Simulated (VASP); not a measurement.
# BN (P6_3/mmc) in VASP: a series of runs

Runs on BN. Level: PBEsol. Tasks: single point.

Everything below comes from runs of VASP 6.6.1. Logs are shortened: lines on timing, memory, paths and dates and some standing lists are left out, and cuts for length are marked.

### 1 The cell of the first run

It takes space group P6_3/mmc (No. 194, hexagonal). The conventional cell has a = 2.567 Å, b = 2.567 Å, c = 6.328 Å, α = 90.00°, β = 90.00°, γ = 120.00°. B (site symmetry -6m2) has 3 N at 1.48 Å within 2.0 Å. N (site symmetry -6m2) has 3 B at 1.48 Å within 2.0 Å.

### 2 Single point, PBEsol (strain +0.025 along x and y, -0.050 along z)

INCAR

```
ALGO = Normal
EDIFF = 1E-7
ENCUT = 520
GGA = PS
ISIF = 2
ISMEAR = 0
LASPH = True
LCHARG = False
LREAL = False
LWAVE = False
NBANDS = 16
NELM = 80
PREC = Accurate
SIGMA = 0.05
```

KPOINTS

```
k-points
0
Gamma
  12 12 4
```

POSCAR

```
BN
1.0
    2.5665914969      0.0000000000      0.0000000000
   -1.2832957485      2.2227334374      0.0000000000
    0.0000000000      0.0000000000      6.3281400000
B N
2 2
Direct
    0.3333333333      0.6666666667      0.2500000000
    0.6666666667      0.3333333333      0.7500000000
    0.3333333333      0.6666666667      0.7500000000
    0.6666666667      0.3333333333      0.2500000000
```

Potentials or basis: VASP PAW PBE potentials, release 64 (B, N).

Command:

```sh
$ cat potpaw_PBE.64/B/POTCAR potpaw_PBE.64/N/POTCAR > POTCAR
$ mpirun -np 1 vasp_std > vasp.out
```

OUTCAR:

```text
EDIFF = 1E-7
   ENCUT = 520
   GGA = PS
   ISIF = 2
   ISMEAR = 0
   LASPH = True
   LREAL = False
   NELM = 80
   PREC = Accurate

 ion  position               nearest neighbor table
   1  0.333  0.667  0.250-   4 1.48   4 1.48   4 1.48
   2  0.667  0.333  0.750-   3 1.48   3 1.48   3 1.48
   3  0.333  0.667  0.750-   2 1.48   2 1.48   2 1.48
   4  0.667  0.333  0.250-   1 1.48   1 1.48   1 1.48

  LATTYP: Found a hexagonal cell.
 ALAT       =     2.5665914969
 C/A-ratio  =     2.4655813002

  Lattice vectors:

 A1 = (   2.5665914969,   0.0000000000,   0.0000000000)
 A2 = (  -1.2832957485,   2.2227334374,   0.0000000000)
 A3 = (   0.0000000000,   0.0000000000,   6.3281400000)

Analysis of symmetry for initial positions (statically):
=====================================================================
 Subroutine PRICEL returns:
 Original cell was already a primitive cell.

 Routine SETGRP: Setting up the symmetry group for a
 hexagonal supercell.

 Subroutine GETGRP returns: Found 24 space group operations
 (whereof 12 operations were pure point group operations)
 out of a pool of 24 trial point group operations.

The static configuration has the point symmetry D_3d.
 The point group associated with its full space group is D_6h.

Analysis of symmetry for dynamics (positions and initial velocities):
=====================================================================
 Subroutine PRICEL returns:
 Original cell was already a primitive cell.

 Routine SETGRP: Setting up the symmetry group for a
 hexagonal supercell.

 Subroutine GETGRP returns: Found 24 space group operations
 (whereof 12 operations were pure point group operations)
 out of a pool of 24 trial point group operations.

The dynamic configuration has the point symmetry D_3d.
 The point group associated with its full space group is D_6h.

 Subroutine INISYM returns: Found 24 space group operations
 (whereof 12 operations are pure point group operations),
 and found     1 'primitive' translations

----------------------------------------------------------------------------------------

                                     Primitive cell

  volume of cell :      36.1011

  direct lattice vectors                    reciprocal lattice vectors
     2.566591497  0.000000000  0.000000000     0.389621800  0.224948251  0.000000000
    -1.283295749  2.222733437  0.000000000     0.000000000  0.449896503  0.000000000
     0.000000000  0.000000000  6.328140000     0.000000000  0.000000000  0.158024317

  length of vectors
     2.566591497  2.566591497  6.328140000     0.449896503  0.449896503  0.158024317

  position of ions in fractional coordinates (direct lattice)
     0.333333333  0.666666667  0.250000000
     0.666666667  0.333333333  0.750000000
     0.333333333  0.666666667  0.750000000
     0.666666667  0.333333333  0.250000000

  ion indices of the primitive-cell ions
   primitive index   ion index
                 1           1
                 2           2
                 3           3
                 4           4

----------------------------------------------------------------------------------------

 KPOINTS: k-points

Automatic generation of k-mesh.
 Grid dimensions read from file:
 generate k-points for:   12   12    4

 Generating k-lattice:

  Cartesian coordinates                     Fractional coordinates (reciprocal lattice)
     0.032468483  0.018745688  0.000000000     0.083333333  0.000000000  0.000000000
     0.000000000  0.037491375  0.000000000     0.000000000  0.083333333  0.000000000
     0.000000000  0.000000000  0.039506079     0.000000000  0.000000000  0.250000000

  Length of vectors
     0.037491375  0.037491375  0.039506079

  Shift w.r.t. Gamma in fractional coordinates (k-lattice)
     0.000000000  0.000000000  0.000000000

 Subroutine IBZKPT returns following result:
 ===========================================

 Found     57 irreducible k-points:

 Following reciprocal coordinates:
            Coordinates               Weight
  0.000000  0.000000  0.000000      1.000000
  0.083333  0.000000  0.000000      6.000000
  0.166667  0.000000  0.000000      6.000000
  0.250000  0.000000  0.000000      6.000000
  0.333333  0.000000  0.000000      6.000000
  0.416667  0.000000  0.000000      6.000000
[... 16 lines left out ...]
  0.250000  0.000000  0.250000     12.000000
  0.333333  0.000000  0.250000     12.000000
 [... further k-points ...]
   k-points           NKPTS =     57   k-points in BZ     NKDIM =     57   number of bands    NBANDS=     16
   number of dos      NEDOS =    301   number of ions     NIONS =      4
   total plane-waves  NPLWV =  19200
   dimension x,y,z NGX =    20 NGY =   20 NGZ =   48
   dimension x,y,z NGXF=    40 NGYF=   40 NGZF=   96
   ions per type =               2   2
   NGX,Y,Z   is equivalent  to a cutoff of  12.95, 12.95, 12.61 a.u.
   NGXF,Y,Z  is equivalent  to a cutoff of  25.91, 25.91, 25.22 a.u.
 SYSTEM =  unknown system
   PREC   = accura    normal or accurate (medium, high low for compatibility)
   ISTART =      0    job   : 0-new  1-cont  2-samecut
   ICHARG =      2    charge: 1-file 2-atom 10-const
   ISPIN  =      1    spin polarized calculation?
   LNONCOLLINEAR =      F non collinear calculations
   LSORBIT =      F    spin-orbit coupling
   LASPH  =      T    aspherical Exc in radial PAW
   ENCUT  =  520.0 eV  38.22 Ry    6.18 a.u.   4.77  4.77 11.77*2*pi/ulx,y,z
   NELM   =     80;   NELMIN=  2; NELMDL= -5     # of ELM steps
   EDIFF  = 0.1E-06   stopping-criterion for ELM
   LREAL  =      F    real-space projection
   EDIFFG = 0.1E-05   stopping-criterion for IOM
   NSW    =      0    number of steps for IOM
   IBRION =     -1    ionic relax: 0-MD 1-quasi-New 2-CG
   NFREE  =      0    steps in history (QN), initial steepest desc. (CG)
   ISIF   =      2    stress and relaxation
   ISYM   =      2    0-nonsym 1-usesym 2-fastsym
   POTIM  = 0.5000    time-step for ionic-motion
   TEBEG  =    0.0;   TEEND  =   0.0 temperature during run
   PSTRESS=    0.0 pullay stress
   NELECT =      16.0000    total number of electrons
   NUPDOWN=      -1.0000    fix difference up-down
   EMIN   =  10.00;   EMAX   =-10.00  energy-range for DOS
   EFERMI =   0.00;   METHOD = LEGACY
   ISMEAR =     0;   SIGMA  =   0.05  broadening in eV -4-tet -1-fermi 0-gaus
   EFERMI_NEDOS =   21; number of points for ismear=-14 and -15
   IALGO  =     38    algorithm
   IMIX   =      4    mixing-type and parameters
     AMIX     =   0.40;   BMIX     =  1.00
     AMIX_MAG =   1.60;   BMIX_MAG =  1.00
  volume/ion in A,a.u.               =       9.03        60.91
  Fermi-wavevector in a.u.,A,eV,Ry     =   1.248173  2.358705 21.197001  1.557936
  Thomas-Fermi vector in A             =   2.382272
   LORBIT       =      0    0 simple, 1 ext, 2 COOP (PROOUT), +10 PAW based schemes
   GGA     = PS    functional components
   LHFCALC =     F    Hartree Fock is set to
   AEXX    =    0.0000 exact exchange contribution
   IVDW    =     0    specifies the selected vdW correction
   LEPSILON=     F    determine dielectric tensor
   LRPA    =     F    only Hartree local field effects (RPA)
 non-spin polarized calculation
 Gauss-broadening in eV      SIGMA  =   0.05
  energy-cutoff  :      520.00
  volume of cell :       36.10
 maximum number of plane-waves:       988
 NGX is ok and might be reduce to    20
   NGX =  9   NGY =  9   NGZ = 23

 number of electron      16.0000000 magnetization

 Free energy of the ion-electron system (eV)
  ---------------------------------------------------
  ext. energy  EPLUGINS =         0.00000000
  ---------------------------------------------------
  free energy    TOTEN  =       -36.41713720 eV

  energy without entropy =      -36.41713720  energy(sigma->0) =      -36.41713720

 E-fermi :   2.6193     XC(G=0): -10.4648

 val. band max:        2.3328177300   @ k =   0.3333   0.2500   0.0000
 cond. band min:       6.2654739871   @ k =   0.5000   0.0000   0.0000
 fundamental gap:      3.9326562571
 Fermi energy:         2.6192635508

 k-point     1 :       0.0000    0.0000    0.0000
  band No.  band energies     occupation
      1     -15.1264      2.00000
      2     -14.6832      2.00000
      3      -3.9058      2.00000
      4      -1.1201      2.00000
      5       0.8756      2.00000
      6       0.8756      2.00000
[... 8 lines left out ...]
     15      13.4224      0.00000
     16      14.4285      0.00000

 k-point     2 :       0.0833    0.0000    0.0000
  band No.  band energies     occupation
      1     -14.9960      2.00000
      2     -14.5594      2.00000
      3      -3.7280      2.00000
      4      -0.9665      2.00000
      5       0.3299      2.00000
      6       0.3962      2.00000
[... 8 lines left out ...]
     15      13.9449      0.00000
     16      14.0036      0.00000

 k-point     3 :       0.1667    0.0000    0.0000
  band No.  band energies     occupation
      1     -14.6123      2.00000
      2     -14.1957      2.00000
      3      -3.2012      2.00000
      4      -1.0458      2.00000
      5      -0.9644      2.00000
      6      -0.5163      2.00000
[... 8 lines left out ...]
     15      15.1967      0.00000
     16      15.3771      0.00000

 k-point     4 :       0.2500    0.0000    0.0000
  band No.  band energies     occupation
      1     -14.0013      2.00000
      2     -13.6205      2.00000
      3      -2.7802      2.00000
      4      -2.6665      2.00000
      5      -2.3484      2.00000
      6      -0.6557      2.00000
[... 8 lines left out ...]
     15      17.3173      0.00000
     16      17.4844      0.00000
[... 324 lines left out ...]
 k-point    22 :       0.1667    0.0000    0.2500
  band No.  band energies     occupation
      1     -14.5556      2.00000
      2     -14.2614      2.00000
      3      -2.8863      2.00000
      4      -1.1500      2.00000
      5      -1.0212      2.00000
      6      -0.8390      2.00000
[... 8 lines left out ...]
     15      15.2217      0.00000
     16      15.3490      0.00000

 k-point    23 :       0.2500    0.0000    0.2500
  band No.  band energies     occupation
      1     -13.9491      2.00000
      2     -13.6802      2.00000
      3      -2.7925      2.00000
      4      -2.6951      2.00000
      5      -2.0070      2.00000
      6      -0.6411      2.00000
[... 8 lines left out ...]
     15      17.3390      0.00000
     16      17.4569      0.00000

 k-point    24 :       0.3333    0.0000    0.2500
  band No.  band energies     occupation
      1     -13.1831      2.00000
      2     -12.9559      2.00000
      3      -4.4801      2.00000
      4      -4.3789      2.00000
      5      -1.2330      2.00000
      6      -1.1559      2.00000
[... 8 lines left out ...]
     15      18.4662      0.00000
     16      19.6785      0.00000

 [... further k-points ...]
[... 5 lines left out ...]
  --------------------------------------------------------------------------------------
  -------------------------------------------------------------------------------------
  Total       -5.4669321     -5.4669321      0.4462001      0.0000000     -0.0000000     -0.0000000
  in kB     -242.6241648   -242.6241647     19.8025003      0.0000000     -0.0000000     -0.0000000
  external PRESSURE =    -155.1486097 kB  Pullay stress =       0.0000000 kB

 VOLUME and BASIS-vectors are now :
 -----------------------------------------------------------------------------
  energy-cutoff  :      520.00
  volume of cell :       36.10
      direct lattice vectors                 reciprocal lattice vectors
     2.566591497  0.000000000  0.000000000     0.389621800  0.224948251  0.000000000
    -1.283295749  2.222733437  0.000000000     0.000000000  0.449896503  0.000000000
     0.000000000  0.000000000  6.328140000     0.000000000  0.000000000  0.158024317

 POSITION                                       TOTAL-FORCE (eV/Angst)
 -----------------------------------------------------------------------------------
     -0.00000      1.48182      1.58204         0.000000     -0.000000      0.000000
      1.28330      0.74091      4.74611        -0.000000      0.000000      0.000000
     -0.00000      1.48182      4.74611        -0.000000     -0.000000      0.000000
      1.28330      0.74091      1.58204         0.000000      0.000000      0.000000
 -----------------------------------------------------------------------------------
    total drift:                                0.000000     -0.000000      0.000000

  FREE ENERGIE OF THE ION-ELECTRON SYSTEM (eV)
  ---------------------------------------------------
  free  energy   TOTEN  =       -36.4171371995 eV

  energy  without entropy=      -36.4171371995  energy(sigma->0) =      -36.41713720
```

It took 14 s on 1 thread of Intel Xeon 6975P-C (Granite Rapids), shared host; peak memory 0.16 GiB.

Results:

| Quantity | Value |
| --- | --- |
| Free energy | -36.4171 eV |
| Pressure | -15.5 GPa |
| Band gap on the k mesh | 3.93 eV, indirect (least direct gap 4.24 eV) |

Stress tensor (GPa, compression positive):
```
-24.26   0.00   0.00
  0.00 -24.26   0.00
  0.00   0.00   1.98
```

Caveat: the cell differs from its parent crystal (strain +0.025 along x and y, -0.050 along z); the PAW data sets were made with another functional, which shifts forces and pressure a little; this functional lacks dispersion, which binds the layers, so the pressure and a relaxed spacing across them are unreliable.

### 3 Single point, PBEsol (strain +0.000 along x and y, +0.025 along z)

INCAR

```
PREC     = Accurate       # precision mode
ENCUT    = 520            # plane-wave cutoff, eV
EDIFF    = 1E-7           # SCF threshold, eV
ISMEAR   = 0              # smearing method
SIGMA    = 0.05           # smearing width, eV
LREAL    = F              # projectors in reciprocal space
LASPH    = T              # aspherical terms in the spheres
NELM     = 100            # most SCF steps
ALGO     = Normal         # electronic algorithm
ISIF     = 2              # what is computed and relaxed
LWAVE    = F              # write WAVECAR
LCHARG   = F              # write CHGCAR
GGA      = PS             # functional
NBANDS   = 16             # bands
```

KPOINTS

```
regular mesh
0
Gamma
  12 12 4
```

POSCAR

```
BN
1.0
    2.5039917043      0.0000000000      0.0000000000
   -1.2519958522      2.1685204268      0.0000000000
    0.0000000000      0.0000000000      6.8277300000
B N
2 2
Direct
    0.3333333333      0.6666666667      0.2500000000
    0.6666666667      0.3333333333      0.7500000000
    0.3333333333      0.6666666667      0.7500000000
    0.6666666667      0.3333333333      0.2500000000
```

Potentials or basis: VASP PAW PBE potentials, release 64 (B, N).

Command:

```sh
$ cat potpaw_PBE.64/B/POTCAR potpaw_PBE.64/N/POTCAR > POTCAR
$ mpirun -np 1 vasp_std > vasp.out
```

Run time: 17 s. Hardware: 1 thread of Intel Xeon 6975P-C (Granite Rapids), shared host; peak memory 0.15 GiB.

The run converged. Its results:

| Item | Value |
| --- | --- |
| Free energy | -36.5694 eV |
| Pressure | 0.5 GPa |
| Band gap on the k mesh | 4.21 eV, indirect (least direct gap 4.59 eV) |

Stress tensor (GPa, compression positive):
```
0.69 0.00 0.00
0.00 0.69 0.00
0.00 0.00 0.24
```

Levels at points of the mesh, in eV from the valence-band top:
```tsv
k point	band 4	band 5	band 6	band 7	band 8	band 9	band 10	band 11	band 12	band 13
(0.00, 0.00, 0.00)	-4.27	-1.31	-1.31	-1.28	-1.28	4.90	9.84	11.52	11.52	11.62
(0.50, 0.00, 0.00)	-8.86	-4.13	-4.08	-1.38	-0.49	4.21	5.47	9.43	9.91	12.37
(0.00, 0.00, 0.50)	-5.33	-1.29	-1.29	-1.29	-1.29	7.15	7.15	11.57	11.57	11.57
(0.50, 0.00, 0.50)	-8.89	-4.11	-4.11	-0.93	-0.93	4.66	4.66	9.83	9.83	13.23
```

Caveat: the cell differs from its parent crystal (strain +0.000 along x and y, +0.025 along z); the PAW data sets were made with another functional, which shifts forces and pressure a little; this functional lacks dispersion, which binds the layers, so the pressure and a relaxed spacing across them are unreliable. A k mesh can miss the band edges.
